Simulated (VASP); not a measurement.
MnS: single point with PBE+U

Crystal: MnS.

```xyz
2
Lattice="0.0000 2.6118 2.6118 2.6118 0.0000 2.6118 2.6118 2.6118 0.0000" Properties=species:S:1:pos:R:3 pbc="T T T"
Mn    0.0000    0.0000    0.0000
S     2.6118    2.6118    2.6118
```

```
Program                : VASP 6.6.1
Task                   : single point
Functional             : PBE
Potentials or basis    : VASP PAW PBE potentials, release 64 (Mn_pv, S)
Cutoff                 : 520 eV
k mesh                 : 7 × 7 × 7
Occupations            : fermi-dirac, width 0.05 eV
Spin                   : collinear spin, ferromagnetic start
Starting moments       : [4.5, 0.0] μB
Hubbard terms          : Mn d U = 3.9 eV
Dipole correction      : no
Further INCAR settings : ALGO = Normal; EDIFF = 1e-07; NBANDS = 20
```

- Pressure: 3.4 GPa
- Band gap on the k mesh: 0.70 eV (least direct gap 2.64 eV)
- Net moment: 5.00 μB per cell
- Site moments: Mn +4.59; S +0.09 μB
- Valence electrons inside the program's atomic spheres: Mn 11.28; S 3.78

Levels at points of the mesh, in eV from the valence-band top:
Spin up:
| k point | band 9 | band 10 | band 11 | band 12 | band 13 | band 14 | band 15 | band 16 |
| --- | --- | --- | --- | --- | --- | --- | --- | --- |
| (0.00, 0.00, 0.00) | -4.79 | -1.37 | -1.37 | -1.37 | 2.01 | 8.60 | 8.60 | 8.60 |
Spin down:
| k point | band 5 | band 6 | band 7 | band 8 | band 9 | band 10 |
| --- | --- | --- | --- | --- | --- | --- |
| (0.00, 0.00, 0.00) | -1.18 | -1.18 | -1.18 | 2.11 | 2.11 | 2.11 |

Eigenvalues of the final occupation matrices:
| site | spin | trace | eigenvalues |
| --- | --- | --- | --- |
| site 1 d | 1 | 4.71 | 0.93 0.93 0.93 0.96 0.96 |
| site 1 d | 2 | 0.20 | 0.01 0.01 0.01 0.08 0.08 |

It took 31 s on 1 thread of AMD EPYC 7R13 (shared host), peak memory 0.15 GiB.

Caveat: the cell stands under pressure; semilocal functionals underestimate gaps, and a narrow one can read as zero; an odd mesh through Γ misses points on the zone boundary, where band edges can lie; a cell with one magnetic atom can't hold antiferromagnetic order, which such compounds often take.
